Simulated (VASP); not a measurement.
Set up this calculation in VASP 6.6.1, as the native input.

* Task: single point
* Functional: LDA
* Potentials or basis: VASP PAW LDA potentials, release 64 (Ni)
* Cutoff: 600 eV
* k mesh: 16 × 16 × 16
* Occupations: methfessel-paxton, width 0.03 eV
* Spin: no spin polarisation
* Dipole correction: no
* Further INCAR settings: ALGO = Normal; EDIFF = 1e-06; NBANDS = 11

The structure of Ni lies in POSCAR:

```
Ni
1.0
    0.0000000000      1.7104399105      1.7104399105
    1.7104399105      0.0000000000      1.7104399105
    1.7104399105      1.7104399105      0.0000000000
Ni
1
Direct
    0.0000000000      0.0000000000      0.0000000000
```

These files were run (other wordings do the same):

INCAR

```
PREC = Accurate
ENCUT = 600
EDIFF = 1E-6
ISMEAR = 1
SIGMA = 0.03
LREAL = False
LASPH = True
NELM = 120
ALGO = Normal
ISIF = 2
LWAVE = False
LCHARG = False
NBANDS = 11
GGA_COMPAT = False
```

KPOINTS

```
Automatic mesh
0
Gamma
  16 16 16
```

Potentials or basis: VASP PAW LDA potentials, release 64 (Ni).

The run is started by

```sh
$ cat potpaw_LDA.64/Ni/POTCAR > POTCAR
$ mpirun -np 1 vasp_std > vasp.out
```

It gave:

```yaml
Pressure: -0.8 GPa
Band_gap_on_the_k_mesh: zero (band 5 reaches 10.33 eV, above the bottom of band 6 at 9.25 eV)
```

Caveat: the run has no spin polarisation, though such a crystal can be magnetic.

Run time: 13 s on 1 thread of Intel Xeon 6975P-C (shared host), peak memory 0.13 GiB.
